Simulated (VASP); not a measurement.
AlGa3N4, 8 atoms in the cell. It takes space group P-43m (No. 215, cubic). Conventional cell: a = 4.480 Å, b = 4.480 Å, c = 4.480 Å, α = 90.00°, β = 90.00°, γ = 90.00°. Within 2.5 Å of Al (site symmetry -43m) lie 4 N at 1.90 Å. Within 2.6 Å of Ga (site symmetry -42m) lie 4 N at 1.95 Å. Within 2.5 Å of N (site symmetry 3m) lie 1 Al at 1.90 Å and 3 Ga at 1.95 Å. 

* Program: VASP 6.6.1
* Task: relaxation of cell and atoms
* Functional: r2SCAN
* Potentials or basis: VASP PAW PBE potentials, release 64 (Al, Ga_d, N)
* Cutoff: 600 eV
* k mesh: 6 × 6 × 6
* Occupations: gaussian, width 0.02 eV
* Spin: no spin polarisation
* Target pressure: -1 GPa
* Dipole correction: no
* Further INCAR settings: ALGO = Normal; EDIFF = 1e-06; IBRION = 2; EDIFFG = -0.008; NSW = 70; ISIF = 3

Potentials or basis: VASP PAW PBE potentials, release 64 (Al, Ga_d, N).

Launch:

```sh
$ cat potpaw_PBE.64/Al/POTCAR potpaw_PBE.64/Ga_d/POTCAR potpaw_PBE.64/N/POTCAR > POTCAR
$ cp INCAR.step1 INCAR
$ mpirun -np 1 vasp_std > vasp.out
$ cp INCAR.step2 INCAR
$ mpirun -np 1 vasp_std > vasp.out
```

Hardware: 1 thread of AMD EPYC 9R45 96-Core Processor (Zen 5), on a shared host.

Q: How long does it take, and how much memory?

A: It took 9.5 min on 1 thread of AMD EPYC 9R45 96-Core Processor (Zen 5) (shared host), peak memory 0.24 GiB. Counts: k points 20, ion steps 5.
